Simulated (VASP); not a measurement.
Sr, 2 atoms in the cell. The typed cell holds 2 atoms: a = 5.618 Å, b = 5.618 Å, c = 5.618 Å, α = 97.44°, β = 97.44°, γ = 137.83°.  This cell differs from its parent crystal: atoms moved at random.

- Program: VASP 6.6.1
- Task: single point
- Functional: PBE
- Potentials or basis: VASP PAW PBE potentials, release 64 (Sr_sv)
- Cutoff: 520 eV
- k mesh: 8 × 8 × 8
- Occupations: fermi-dirac, width 0.05 eV
- Spin: no spin polarisation
- Dipole correction: no
- Further INCAR settings: ALGO = Fast; EDIFF = 1e-06; NBANDS = 17

Potentials or basis: VASP PAW PBE potentials, release 64 (Sr_sv).

The run is started by

```bash
$ cat potpaw_PBE.64/Sr_sv/POTCAR > POTCAR
$ mpirun -np 1 vasp_std > vasp.out
```

Hardware: 1 thread of Intel(R) Xeon(R) 6975P-C (Granite Rapids), on a shared host.

Problem. How long does it take, and how much memory?

Solution. It took 6.7 min on 1 thread of Intel(R) Xeon(R) 6975P-C (Granite Rapids), with other jobs on the host, peak memory 0.56 GiB. Counts: scf iterations 15, k points 260.
